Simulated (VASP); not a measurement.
Here is a VASP 6.6.1 calculation.

INCAR

```
SYSTEM = Cr
AGGAC = 1.0 ; AGGAX = 1.0
ALDAC = 0.0 ; ALDAX = 1.0
ALGO = Normal ; EDIFF = 1E-6
ENCUT = 520 ; GGA = B5
ISIF = 2 ; ISMEAR = -1
ISPIN = 2 ; LASPH = .TRUE.
LCHARG = .TRUE. ; LELF = .TRUE.
LMAXMIX = 4 ; LORBIT = 11
LREAL = .FALSE. ; LVHAR = .TRUE.
LWAVE = .FALSE. ; MAGMOM = 2.632 -2.632
NBANDS = 23 ; NELM = 150
PREC = Accurate ; SIGMA = 0.05
```

File KPOINTS:

```
k-points
0
G
  11 11 11
  0 0 0
```

File POSCAR:

```
Cr
1.0
    0.0000000000      2.7432689864      2.7432689864
    2.7432689864      0.0000000000      2.7432689864
    2.7432689864      2.7432689864      0.0000000000
Cr
2
Direct
    0.1250000000      0.1250000000      0.1250000000
    0.8750000000      0.8750000000      0.8750000000
```

Potentials or basis: VASP PAW PBE potentials, release 64 (Cr_pv).

Launch:

```bash
$ cat potpaw_PBE.64/Cr_pv/POTCAR > POTCAR
$ mpirun -np 1 vasp_std > vasp.out
```

Problem. Predict the net moment.

Solution. 0.00 μB per cell.

Problem. Estimate the site moments.

Solution. Cr +2.85, -2.85 μB.

Problem. Predict the pressure.

Solution. 0.2 GPa.

Caveat: the PAW data sets were made with another functional, which shifts forces and pressure a little.
